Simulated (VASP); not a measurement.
# MgS (I4/mmm) in VASP: notebook

The runs below take MgS through single point, with PBE.

Everything below comes from runs of VASP 6.6.1. Logs are shortened: lines on timing, memory, paths and dates and some standing lists are left out, and cuts for length are marked.

**1. The cell of the first run**

The structure is tetragonal, space group I4/mmm (No. 139). Conventional cell: a = 3.495 Å, b = 3.495 Å, c = 5.463 Å, α = 90.00°, β = 90.00°, γ = 90.00°. Mg (site symmetry 4/mmm) has 6 S at 2.47 to 2.73 Å within 3.3 Å. Within 3.3 Å of S (site symmetry 4/mmm) lie 6 Mg at 2.47 to 2.73 Å.

**2. Single point, PBE (strain -0.050 along x and y, +0.050 along z)**

Contents of INCAR:

```
PREC = Accurate
ENCUT = 520
EDIFF = 1E-6
ISMEAR = 0
SIGMA = 0.05
LREAL = False
LASPH = True
NELM = 80
ALGO = Normal
ISIF = 2
LWAVE = False
LCHARG = False
GGA = PE
NBANDS = 11
```

Contents of KPOINTS:

```
Automatic mesh
0
Gamma
  8 8 8
```

Contents of POSCAR:

```
MgS
1.0
    0.0000000000      2.4715675000      2.7317325000
    2.4715675000      0.0000000000      2.7317325000
    2.4715675000      2.4715675000      0.0000000000
Mg S
1 1
Direct
    0.0000000000      0.0000000000      0.0000000000
    0.5000000000      0.5000000000      0.5000000000
```

Potentials or basis: VASP PAW PBE potentials, release 64 (Mg, S).

Started as:

```bash
> cat potpaw_PBE.64/Mg/POTCAR potpaw_PBE.64/S/POTCAR > POTCAR
> mpirun -np 1 vasp_std > vasp.out
```

OUTCAR:

```text
PREC = Accurate
   ENCUT = 520
   EDIFF = 1E-6
   ISMEAR = 0
   LREAL = False
   LASPH = True
   NELM = 80
   ISIF = 2
   GGA = PE

 ion  position               nearest neighbor table
   1  0.000  0.000  0.000-   2 2.47   2 2.47   2 2.47   2 2.47   2 2.73   2 2.73
   2  0.500  0.500  0.500-   1 2.47   1 2.47   1 2.47   1 2.47   1 2.73   1 2.73

  LATTYP: Found a body centered tetragonal cell.
 ALAT       =     3.4953242788
 C/A-ratio  =     1.5630781479

  Lattice vectors:

 A1 = (  -2.4715675000,   0.0000000000,   2.7317325000)
 A2 = (   2.4715675000,   0.0000000000,   2.7317325000)
 A3 = (   0.0000000000,   2.4715675000,  -2.7317325000)

Analysis of symmetry for initial positions (statically):
=====================================================================
 Subroutine PRICEL returns:
 Original cell was already a primitive cell.

 Routine SETGRP: Setting up the symmetry group for a
 body centered tetragonal supercell.

 Subroutine GETGRP returns: Found 16 space group operations
 (whereof 16 operations were pure point group operations)
 out of a pool of 16 trial point group operations.

The static configuration has the point symmetry D_4h.

Analysis of symmetry for dynamics (positions and initial velocities):
=====================================================================
 Subroutine PRICEL returns:
 Original cell was already a primitive cell.

 Routine SETGRP: Setting up the symmetry group for a
 body centered tetragonal supercell.

 Subroutine GETGRP returns: Found 16 space group operations
 (whereof 16 operations were pure point group operations)
 out of a pool of 16 trial point group operations.

The dynamic configuration has the point symmetry D_4h.

 Subroutine INISYM returns: Found 16 space group operations
 (whereof 16 operations are pure point group operations),
 and found     1 'primitive' translations

----------------------------------------------------------------------------------------

                                     Primitive cell

  volume of cell :      33.3744

  direct lattice vectors                    reciprocal lattice vectors
     0.000000000  2.471567500  2.731732500    -0.202300767  0.202300767  0.183034027
     2.471567500  0.000000000  2.731732500     0.202300767 -0.202300767  0.183034027
     2.471567500  2.471567500  0.000000000     0.202300767  0.202300767 -0.183034027

  length of vectors
     3.683884955  3.683884955  3.495324279     0.339636063  0.339636063  0.339636063

  position of ions in fractional coordinates (direct lattice)
     0.000000000  0.000000000  0.000000000
     0.500000000  0.500000000  0.500000000

  ion indices of the primitive-cell ions
   primitive index   ion index
                 1           1
                 2           2

----------------------------------------------------------------------------------------

 KPOINTS: Automatic mesh

Automatic generation of k-mesh.
 Grid dimensions read from file:
 generate k-points for:    8    8    8

 Generating k-lattice:

  Cartesian coordinates                     Fractional coordinates (reciprocal lattice)
    -0.025287596  0.025287596  0.022879253     0.125000000  0.000000000  0.000000000
     0.025287596 -0.025287596  0.022879253     0.000000000  0.125000000  0.000000000
     0.025287596  0.025287596 -0.022879253    -0.000000000 -0.000000000  0.125000000

  Length of vectors
     0.042454508  0.042454508  0.042454508

  Shift w.r.t. Gamma in fractional coordinates (k-lattice)
     0.000000000  0.000000000  0.000000000

 Subroutine IBZKPT returns following result:
 ===========================================

 Found     59 irreducible k-points:

 Following reciprocal coordinates:
            Coordinates               Weight
  0.000000  0.000000  0.000000      1.000000
  0.125000 -0.000000  0.000000      8.000000
  0.250000 -0.000000  0.000000      8.000000
  0.375000 -0.000000  0.000000      8.000000
  0.500000 -0.000000  0.000000      4.000000
  0.125000  0.125000  0.000000      2.000000
[... 16 lines left out ...]
  0.250000 -0.000000  0.125000     16.000000
  0.375000  0.000000  0.125000     16.000000
 [... further k-points ...]
   k-points           NKPTS =     59   k-points in BZ     NKDIM =     59   number of bands    NBANDS=     11
   number of dos      NEDOS =    301   number of ions     NIONS =      2
   total plane-waves  NPLWV =  21952
   dimension x,y,z NGX =    28 NGY =   28 NGZ =   28
   dimension x,y,z NGXF=    56 NGYF=   56 NGZF=   56
   ions per type =               1   1
   NGX,Y,Z   is equivalent  to a cutoff of  12.64, 12.64, 13.32 a.u.
   NGXF,Y,Z  is equivalent  to a cutoff of  25.27, 25.27, 26.63 a.u.
 SYSTEM =  unknown system
   PREC   = accura    normal or accurate (medium, high low for compatibility)
   ISTART =      0    job   : 0-new  1-cont  2-samecut
   ICHARG =      2    charge: 1-file 2-atom 10-const
   ISPIN  =      1    spin polarized calculation?
   LNONCOLLINEAR =      F non collinear calculations
   LSORBIT =      F    spin-orbit coupling
   LASPH  =      T    aspherical Exc in radial PAW
   ENCUT  =  520.0 eV  38.22 Ry    6.18 a.u.   6.85  6.85  6.50*2*pi/ulx,y,z
   NELM   =     80;   NELMIN=  2; NELMDL= -5     # of ELM steps
   EDIFF  = 0.1E-05   stopping-criterion for ELM
   LREAL  =      F    real-space projection
   EDIFFG = 0.1E-04   stopping-criterion for IOM
   NSW    =      0    number of steps for IOM
   IBRION =     -1    ionic relax: 0-MD 1-quasi-New 2-CG
   NFREE  =      0    steps in history (QN), initial steepest desc. (CG)
   ISIF   =      2    stress and relaxation
   ISYM   =      2    0-nonsym 1-usesym 2-fastsym
   POTIM  = 0.5000    time-step for ionic-motion
   TEBEG  =    0.0;   TEEND  =   0.0 temperature during run
   PSTRESS=    0.0 pullay stress
   NELECT =       8.0000    total number of electrons
   NUPDOWN=      -1.0000    fix difference up-down
   EMIN   =  10.00;   EMAX   =-10.00  energy-range for DOS
   EFERMI =   0.00;   METHOD = LEGACY
   ISMEAR =     0;   SIGMA  =   0.05  broadening in eV -4-tet -1-fermi 0-gaus
   EFERMI_NEDOS =   21; number of points for ismear=-14 and -15
   IALGO  =     38    algorithm
   IMIX   =      4    mixing-type and parameters
     AMIX     =   0.40;   BMIX     =  1.00
     AMIX_MAG =   1.60;   BMIX_MAG =  1.00
  volume/ion in A,a.u.               =      16.69       112.61
  Fermi-wavevector in a.u.,A,eV,Ry     =   1.016952  1.921761 14.071028  1.034191
  Thomas-Fermi vector in A             =   2.150325
   LORBIT       =      0    0 simple, 1 ext, 2 COOP (PROOUT), +10 PAW based schemes
   GGA     = PE    functional components
   LHFCALC =     F    Hartree Fock is set to
   AEXX    =    0.0000 exact exchange contribution
   IVDW    =     0    specifies the selected vdW correction
   LEPSILON=     F    determine dielectric tensor
   LRPA    =     F    only Hartree local field effects (RPA)
 non-spin polarized calculation
 Gauss-broadening in eV      SIGMA  =   0.05
  energy-cutoff  :      520.00
  volume of cell :       33.37
 maximum number of plane-waves:       919
   NGX = 13   NGY = 13   NGZ = 13

 number of electron       8.0000000 magnetization

 Free energy of the ion-electron system (eV)
  ---------------------------------------------------
  ext. energy  EPLUGINS =         0.00000000
  ---------------------------------------------------
  free energy    TOTEN  =        -8.37520731 eV

  energy without entropy =       -8.37520731  energy(sigma->0) =       -8.37520731

 E-fermi :   4.6112     XC(G=0):  -9.8973

 val. band max:        4.3984717545   @ k =   0.0000   0.0000   0.0000
 cond. band min:       6.9897247021   @ k =   0.5000   0.0000   0.5000
 fundamental gap:      2.5912529475
 Fermi energy:         4.6111913098

 k-point     1 :       0.0000    0.0000    0.0000
  band No.  band energies     occupation
      1      -8.7977      2.00000
      2       4.0814      2.00000
      3       4.0814      2.00000
      4       4.3985      2.00000
      5       8.3320      0.00000
      6      11.4636      0.00000
      7      12.5486      0.00000
      8      12.5486      0.00000
      9      13.8843      0.00000
     10      15.3170      0.00000
     11      16.1487      0.00000

 k-point     2 :       0.1250   -0.0000    0.0000
  band No.  band energies     occupation
      1      -8.6328      2.00000
      2       3.0776      2.00000
      3       4.0189      2.00000
      4       4.1552      2.00000
      5       9.0945      0.00000
      6      11.7193      0.00000
      7      12.1105      0.00000
      8      12.8536      0.00000
      9      13.5543      0.00000
     10      14.5906      0.00000
     11      16.8942      0.00000

 k-point     3 :       0.2500   -0.0000    0.0000
  band No.  band energies     occupation
      1      -8.1836      2.00000
      2       1.2388      2.00000
      3       3.7828      2.00000
      4       3.8812      2.00000
      5       9.3039      0.00000
      6      11.5472      0.00000
      7      12.7337      0.00000
      8      12.7900      0.00000
      9      14.5904      0.00000
     10      14.7327      0.00000
     11      16.6432      0.00000
[... 267 lines left out ...]
 k-point    23 :       0.2500   -0.0000    0.1250
  band No.  band energies     occupation
      1      -8.1921      2.00000
      2       1.6617      2.00000
      3       3.3970      2.00000
      4       3.7269      2.00000
      5       9.8930      0.00000
      6      11.1019      0.00000
      7      12.1622      0.00000
      8      12.7584      0.00000
      9      14.1056      0.00000
     10      15.3040      0.00000
     11      17.8800      0.00000

 k-point    24 :       0.3750    0.0000    0.1250
  band No.  band energies     occupation
      1      -7.6594      2.00000
      2       0.1482      2.00000
      3       3.2464      2.00000
      4       3.3058      2.00000
      5       9.4202      0.00000
      6      11.2684      0.00000
      7      12.1723      0.00000
      8      12.6503      0.00000
      9      15.9136      0.00000
     10      17.4189      0.00000
     11      17.8073      0.00000

 [... further k-points ...]

------------------------ aborting loop because EDIFF is reached ----------------------------------------

  FORCE on cell =-STRESS in cart. coord.  units (eV):
  Direction    XX          YY          ZZ          XY          YZ          ZX
  --------------------------------------------------------------------------------------
  -------------------------------------------------------------------------------------
  Total        2.4101528      2.4101528     -0.2254663      0.0000000      0.0000000     -0.0000000
  in kB      115.7023138    115.7023138    -10.8237847      0.0000000      0.0000000     -0.0000000
  external PRESSURE =      73.5269476 kB  Pullay stress =       0.0000000 kB

 VOLUME and BASIS-vectors are now :
 -----------------------------------------------------------------------------
  energy-cutoff  :      520.00
  volume of cell :       33.37
      direct lattice vectors                 reciprocal lattice vectors
     0.000000000  2.471567500  2.731732500    -0.202300767  0.202300767  0.183034027
     2.471567500  0.000000000  2.731732500     0.202300767 -0.202300767  0.183034027
     2.471567500  2.471567500  0.000000000     0.202300767  0.202300767 -0.183034027

 POSITION                                       TOTAL-FORCE (eV/Angst)
 -----------------------------------------------------------------------------------
      0.00000      0.00000      0.00000        -0.000000     -0.000000      0.000000
      2.47157      2.47157      2.73173         0.000000      0.000000      0.000000
 -----------------------------------------------------------------------------------
    total drift:                                0.000000      0.000000      0.000000

  FREE ENERGIE OF THE ION-ELECTRON SYSTEM (eV)
  ---------------------------------------------------
  free  energy   TOTEN  =        -8.3752073070 eV

  energy  without entropy=       -8.3752073070  energy(sigma->0) =       -8.37520731
```

Run time: 16 s. Hardware: 1 thread of Intel Xeon 6975P-C, shared host; peak memory 0.17 GiB.

Results:

```
Free energy            : -8.3752 eV
Pressure               : 7.4 GPa
Band gap on the k mesh : 2.59 eV, indirect (least direct gap 3.93 eV)
```

Stress tensor (GPa, compression positive):
```
11.57  0.00  0.00
 0.00 11.57  0.00
 0.00  0.00 -1.08
```

Levels at points of the mesh, in eV from the valence-band top:
| k point | band 2 | band 3 | band 4 | band 5 | band 6 | band 7 |
| --- | --- | --- | --- | --- | --- | --- |
| (0.00, 0.00, 0.00) | -0.32 | -0.32 | 0.00 | 3.93 | 7.07 | 8.15 |
| (0.50, 0.00, 0.00) | -5.33 | -1.04 | -0.69 | 4.27 | 6.52 | 7.37 |
| (0.50, 0.50, 0.00) | -4.74 | -1.67 | -1.67 | 3.22 | 4.27 | 11.63 |
| (0.50, 0.00, 0.50) | -4.63 | -2.58 | -1.70 | 2.59 | 3.97 | 12.18 |

Caveat: the cell differs from its parent crystal (strain -0.050 along x and y, +0.050 along z). A k mesh can miss the band edges.

**3. Single point, PBE (strain +0.000 along x and y, -0.050 along z)**

Contents of INCAR:

```
SYSTEM = MgS
PREC = Accurate
ENCUT = 520
EDIFF = 1E-6
ISMEAR = 0
SIGMA = 0.05
LREAL = .FALSE.
LASPH = .TRUE.
NELM = 60
ALGO = Normal
ISIF = 2
LWAVE = .FALSE.
LCHARG = .FALSE.
GGA = PE
NBANDS = 11
```

Contents of KPOINTS:

```
regular mesh
0
G
  8 8 8
  0 0 0
```

Contents of POSCAR:

```
MgS
1.0
    0.0000000000      2.6016500000      2.4715675000
    2.6016500000      0.0000000000      2.4715675000
    2.6016500000      2.6016500000      0.0000000000
Mg S
1 1
Direct
    0.0000000000      0.0000000000      0.0000000000
    0.5000000000      0.5000000000      0.5000000000
```

Potentials or basis: VASP PAW PBE potentials, release 64 (Mg, S).

Started as:

```bash
> cat potpaw_PBE.64/Mg/POTCAR potpaw_PBE.64/S/POTCAR > POTCAR
> mpirun -np 1 vasp_std > vasp.out
```

Wall time 17 s (1 thread of Intel Xeon 6975P-C, shared host); peak memory 0.17 GiB.

The run converged. Its results:

* Free energy: -8.4420 eV
* Pressure: 5.8 GPa
* Band gap on the k mesh: 2.65 eV, indirect (least direct gap 4.05 eV)

Stress tensor (GPa, compression positive):
```
 3.27  0.00  0.00
 0.00  3.27  0.00
 0.00  0.00 10.92
```

Levels at points of the mesh, in eV from the valence-band top:
```csv
k point,band 1,band 2,band 3,band 4,band 5,band 6,band 7,band 8
"(0.00, 0.00, 0.00)",-13.05,-0.24,0.00,0.00,4.05,7.68,7.68,8.22
"(0.50, 0.00, 0.00)",-11.61,-5.19,-0.81,-0.66,4.51,6.61,7.26,10.62
"(0.50, 0.50, 0.00)",-11.07,-4.49,-2.04,-2.04,2.65,4.03,12.78,13.00
"(0.50, 0.00, 0.50)",-11.27,-4.57,-2.01,-1.57,2.93,4.24,12.25,12.79
```

Caveat: the cell differs from its parent crystal (strain +0.000 along x and y, -0.050 along z). A k mesh can miss the band edges.

**4. Single point, PBE (strain -0.025 along x and y, +0.050 along z)**

Contents of INCAR:

```
PREC = Accurate
ENCUT = 520
EDIFF = 1E-7
ISMEAR = 0
SIGMA = 0.05
LREAL = F
LASPH = T
NELM = 80
ALGO = Normal
ISIF = 2
LWAVE = F
LCHARG = F
GGA = PE
NBANDS = 11
```

Contents of KPOINTS:

```
regular mesh
0
Gamma
  8 8 8
```

Contents of POSCAR:

```
MgS
1.0
    0.0000000000      2.5366087500      2.7317325000
    2.5366087500      0.0000000000      2.7317325000
    2.5366087500      2.5366087500      0.0000000000
Mg S
1 1
Direct
    0.0000000000      0.0000000000      0.0000000000
    0.5000000000      0.5000000000      0.5000000000
```

Started as:

```bash
> cat potpaw_PBE.64/Mg/POTCAR potpaw_PBE.64/S/POTCAR > POTCAR
> mpirun -np 1 vasp_std > vasp.out
```

Run time: 13 s. Hardware: 1 thread of Intel Xeon 6975P-C, shared host; peak memory 0.17 GiB.

It converged, with:

* Free energy: -8.4614 eV
* Pressure: 1.9 GPa
* Band gap on the k mesh: 2.53 eV, indirect (least direct gap 3.56 eV)

Stress tensor (GPa, compression positive):
```
 4.27  0.00  0.00
 0.00  4.27  0.00
 0.00  0.00 -2.94
```

Levels at points of the mesh, in eV from the valence-band top:
```csv
k point,band 1,band 2,band 3,band 4,band 5,band 6,band 7,band 8,band 9
"(0.00, 0.00, 0.00)",-12.85,-0.26,-0.26,0.00,3.56,7.31,8.08,8.08,9.65
"(0.50, 0.00, 0.00)",-11.54,-5.01,-0.88,-0.65,4.31,6.50,7.15,9.99,11.99
"(0.50, 0.50, 0.00)",-11.37,-4.41,-1.63,-1.63,2.95,4.40,11.32,12.57,13.60
"(0.50, 0.00, 0.50)",-11.08,-4.35,-2.27,-1.63,2.53,4.17,12.07,12.10,12.61
```

Caveat: the cell differs from its parent crystal (strain -0.025 along x and y, +0.050 along z).

**5. The runs side by side**

| cell | gap on the mesh (eV) | pressure (GPa) |
| --- | --- | --- |
| a = 3.684, b = 3.684, c = 3.495 Å, angles 61.7, 61.7, 56.6°, 2 atoms | 2.59 | 7.4 |
| a = 3.588, b = 3.588, c = 3.679 Å, angles 59.2, 59.2, 61.7°, 2 atoms | 2.65 | 5.8 |
| a = 3.728, b = 3.728, c = 3.587 Å, angles 61.2, 61.2, 57.5°, 2 atoms | 2.53 | 1.9 |

Alike in all rows: task single point; level PBE; potentials or basis VASP PAW PBE potentials, release 64 (Mg, S); no spin polarisation; k mesh 8 × 8 × 8; cutoff (eV) 520; smearing gaussian 0.05 eV.

Absolute energies hang on the potentials; compare differences alone.
